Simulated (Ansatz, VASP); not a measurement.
## TaRu: VASP beside Ansatz

```xyz
2
Lattice="3.1870 0.0319 0.0319 0.0319 3.1870 0.0319 0.0319 0.0319 3.1870" Properties=species:S:1:pos:R:3 pbc="T T T"
Ta    1.6254    1.6254    1.6254
Ru    0.0000    0.0000    0.0000
```

Change from the starting cell: equal xy, yz and zx shear strains of +2 %, crystal datasets.

Alike in both runs: task electric field gradients; functional LDA; k mesh 13 × 13 × 13; occupations fermi-dirac, width 0.03 eV; no spin polarisation.

```csv
,VASP,Ansatz
version,VASP 6.6.1,Ansatz 0.2.0
potentials or method,"VASP PAW LDA potentials, release 64 (Ta_pv, Ru_pv), cutoff 400 eV","all-electron PAW with datasets made for the crystal, scalar-relativistic"
```

Ansatz gave:

```
pressure (GPa)                                                : -15.9
traceless stress, the component that is largest in VASP (GPa) : -1.30
size of Vzz on the site where it differs most (V/Å²)          : 8.1
```

Which values does VASP return?

Pressure (GPa): -15.7; traceless stress, the component that is largest in VASP (GPa): -1.31; size of Vzz on the site where it differs most (V/Å²): 6.3.

LDA's correlation is that of Perdew and Zunger in VASP and of Perdew and Wang (1992) in Ansatz. Ansatz ran all-electron here, and VASP with PAW potentials.

Neither program's run includes spin-orbit coupling.
